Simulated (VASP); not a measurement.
Write the native input for VASP 6.6.1 that does the following.

```yaml
Task: single point
Functional: PBE
Potentials_or_basis: VASP PAW PBE potentials, release 64 (Ga_d, As)
Cutoff: 520 eV
k_mesh: 8 × 8 × 8
Occupations: gaussian, width 0.01 eV
Spin: no spin polarisation
Dipole_correction: no
Further_INCAR_settings: ALGO = Normal; EDIFF = 1e-06; NBANDS = 16
```

The structure of GaAs lies in POSCAR:

```
GaAs
1.0
    0.0000000000      2.8330831912      2.8330831912
    2.8330831912      0.0000000000      2.8330831912
    2.8330831912      2.8330831912      0.0000000000
Ga As
1 1
Direct
    0.0000000000      0.0000000000      0.0000000000
    0.2500000000      0.2500000000      0.2500000000
```

One way to write it, as run:

INCAR

```
PREC     = Accurate       # precision mode
ENCUT    = 520            # plane-wave cutoff, eV
EDIFF    = 1E-6           # SCF threshold, eV
ISMEAR   = 0              # smearing method
SIGMA    = 0.01           # smearing width, eV
LREAL    = False          # projectors in reciprocal space
LASPH    = True           # aspherical terms in the spheres
NELM     = 100            # most SCF steps
ALGO     = Normal         # electronic algorithm
ISIF     = 2              # what is computed and relaxed
LWAVE    = False          # write WAVECAR
LCHARG   = False          # write CHGCAR
GGA      = PE             # functional
NBANDS   = 16             # bands
```

KPOINTS

```
Automatic mesh
0
Gamma
  8 8 8
```

Potentials or basis: VASP PAW PBE potentials, release 64 (Ga_d, As).

Command:

```bash
$ cat potpaw_PBE.64/Ga_d/POTCAR potpaw_PBE.64/As/POTCAR > POTCAR
$ mpirun -np 1 vasp_std > vasp.out
```

Results of the run:

| Property | Result |
| --- | --- |
| Pressure | 2.9 GPa |
| Band gap on the k mesh | 0.47 eV, direct |

Run time: 11 s on 1 thread of AMD EPYC 9R45 96-Core Processor (Zen 5), on a shared host, peak memory 0.14 GiB.
